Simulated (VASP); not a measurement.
Set up this calculation in VASP 6.6.1, as the native input.

```yaml
Task: single point
Functional: PBE
Potentials_or_basis: VASP PAW PBE potentials, release 64 (Sn_d, Te)
Cutoff: 520 eV
k_mesh: 4 × 4 × 4
Occupations: gaussian, width 0.1 eV
Spin: no spin polarisation
Dipole_correction: no
Further_INCAR_settings: ALGO = Normal; EDIFF = 1e-06; NBANDS = 24
```

The structure of SnTe3 lies in POSCAR:

```
SnTe3
1.0
    0.0000000000      3.8729329851      3.8729329851
    3.8729329851      0.0000000000      3.8729329851
    3.8729329851      3.8729329851      0.0000000000
Sn Te
1 3
Direct
    0.0000000000      0.0000000000      0.0000000000
    0.5000000000      0.5000000000      0.5000000000
    0.7500000000      0.7500000000      0.7500000000
    0.2500000000      0.2500000000      0.2500000000
```

The cell was generated, and may not be a known phase.

The input as run:

INCAR

```
SYSTEM = SnTe3
PREC     = Accurate       ! precision mode
ENCUT    = 520            ! plane-wave cutoff, eV
EDIFF    = 1E-6           ! SCF threshold, eV
ISMEAR   = 0              ! smearing method
SIGMA    = 0.1            ! smearing width, eV
LREAL    = .FALSE.        ! projectors in reciprocal space
LASPH    = .TRUE.         ! aspherical terms in the spheres
NELM     = 60             ! most SCF steps
ALGO     = Normal         ! electronic algorithm
ISIF     = 2              ! what is computed and relaxed
LWAVE    = .FALSE.        ! write WAVECAR
LCHARG   = .TRUE.         ! write CHGCAR
GGA      = PE             ! functional
LELF     = .TRUE.         ! ELF
LVHAR    = .TRUE.       
NBANDS   = 24             ! bands
```

KPOINTS

```
Automatic mesh
0
G
  4 4 4
  0 0 0
```

Potentials or basis: VASP PAW PBE potentials, release 64 (Sn_d, Te).

The run is started by

```sh
$ cat potpaw_PBE.64/Sn_d/POTCAR potpaw_PBE.64/Te/POTCAR > POTCAR
$ mpirun -np 1 vasp_std > vasp.out
```

It gave:

The pressure is -0.1 GPa and the band gap on the k mesh is zero (bands 16 and 17 overlap by 2.18 eV).

Caveat: spin-orbit coupling is left out, which moves the levels of the heavy elements.

It took 56 s on 1 thread of Intel Xeon 8259CL, with other jobs on the host, peak memory 0.25 GiB.
